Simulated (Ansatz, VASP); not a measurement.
**Two plane-wave programs on Na**

INCAR

```
PREC = Accurate
ENCUT = 600
EDIFF = 1E-6
ISMEAR = 0
SIGMA = 0.1
LREAL = F
LASPH = T
NELM = 60
ALGO = Normal
ISIF = 3
LWAVE = F
LCHARG = F
IBRION = 2
NSW = 100
EDIFFG = -0.002
```

File KPOINTS:

```
regular mesh
0
Gamma
  14 14 14
```

POSCAR

```
Na
1.0
   -2.1175000000      2.1175000000      2.1175000000
    2.1175000000     -2.1175000000      2.1175000000
    2.1175000000      2.1175000000     -2.1175000000
Na
1
Direct
    0.0000000000      0.0000000000      0.0000000000
```

Input for Ansatz:

```yaml
crystal:
  lattice:
    - [-2.1175, 2.1175, 2.1175]
    - [2.1175, -2.1175, 2.1175]
    - [2.1175, 2.1175, -2.1175]
  atoms:
    - { symbol: Na, position: [0.0, 0.0, 0.0] }
basis:
  ecutwfc: 420
kpoints:
  mp_grid: { grid: [14, 14, 14] }
hamiltonian:
  xc: lda
  pseudopotentials: { kind: paw, azcp: { folder: soft_1 } }
scf:
  occupations: { method: gaussian, width: 0.1 }
output:
  forces: true
  stress: true
  eigenvalues: true
  write_density: true
  write_potential: true
  elf: true
  volumetric_format: npy
relax:
  adjacent_minimum: "off"
  f_tol: 0.002
  max_steps: 80
  cell: { stress_tol: 0.02 }
```

Alike in both runs: task relaxation of cell and atoms; functional LDA; k mesh 14 × 14 × 14; occupations gaussian, width 0.1 eV; no spin polarisation.

```csv
,VASP,Ansatz
version,VASP 6.6.1,Ansatz 0.2.0
potentials or method,"VASP PAW LDA potentials, release 64 (Na_pv), cutoff 600 eV","scalar-relativistic, plane waves, PAW"
valence electrons in the cell,7,9
```

```tsv
	VASP	Ansatz	Ansatz less VASP
gap on the k mesh at the Fermi level, each at its own relaxed structure (eV)	none	none	-
relaxed volume (Å³/atom)	33.15	33.31	+0.157
relaxed cell length with the largest relative difference (Å)	3.505	3.511	+0.0055
```

Ansatz warns that its potentials were made for another functional, while VASP's fit it. LDA's correlation is that of Perdew and Zunger in VASP and of Perdew and Wang (1992) in Ansatz. A gap of «none» marks a metal or a gap that the smearing closes. VASP's potentials hold 7 valence electrons a cell and Ansatz's 9, so a difference there can come from the potentials and not from the codes.
